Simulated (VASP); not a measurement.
A run of VASP 6.6.1 is set up as follows.

Contents of INCAR:

```
ALGO = Normal ; EDIFF = 1E-6
ENCUT = 520 ; GGA = PE
ISIF = 2 ; ISMEAR = -1
LASPH = T ; LCHARG = T
LELF = T ; LREAL = F
LUSENCCL = F ; LVHAR = T
LWAVE = F ; NBANDS = 90
NELM = 100 ; PREC = Accurate
SIGMA = 0.15
```

Contents of KPOINTS:

```
k-points
0
Gamma
  2 2 2
```

POSCAR

```
Zn12Cu
1.0
    5.3200000000      0.0000000000      0.0000000000
   -3.9900000000      6.9108830000      0.0000000000
    0.0000000000      0.0000000000      4.9369600000
Zn Cu
12 1
Direct
   -0.1281172662      0.0080742215     -0.0723319614
    0.1603458934      0.1165263542      0.4865949896
    0.1045160811      0.4125377322      0.2410390200
    0.3738709440      0.6452865719      0.6775221999
   -0.1026794343      0.5938459673     -0.1047000583
    0.0608146594      0.8075523779      0.3041142728
    0.3316627221     -0.0666050923     -0.1151923451
    0.7959177193      0.2714993149      0.6946177405
    0.3455562140      0.3079346011     -0.1163469017
    0.6829765233      0.4965501514      0.4368477768
    0.5561175080      0.7044975295      0.1444006028
    0.5892364741      0.9483303364      0.4551181294
    0.5668422513      0.1982959341      0.2232345411
```

Potentials or basis: VASP PAW PBE potentials, release 64 (Zn, Cu).

Run with:

```bash
$ cat potpaw_PBE.64/Zn/POTCAR potpaw_PBE.64/Cu/POTCAR > POTCAR
$ mpirun -np 1 vasp_std > vasp.out
```

Problem. What does it give for the band gap on the k mesh?

Solution. Zero (an odd number of electrons rules out a gap without spin polarisation).

Problem. Predict the pressure.

Solution. 12.1 GPa.

Problem. What does it give for the largest force?

Solution. 1.341 eV/Å.

Stress tensor (GPa, compression positive):
```
 6.93  0.67  0.63
 0.67 14.51  0.30
 0.63  0.30 14.83
```

Caveat: the k points lie up to 0.64 Å⁻¹ apart, too coarse for converged energies and pressures of a metal.
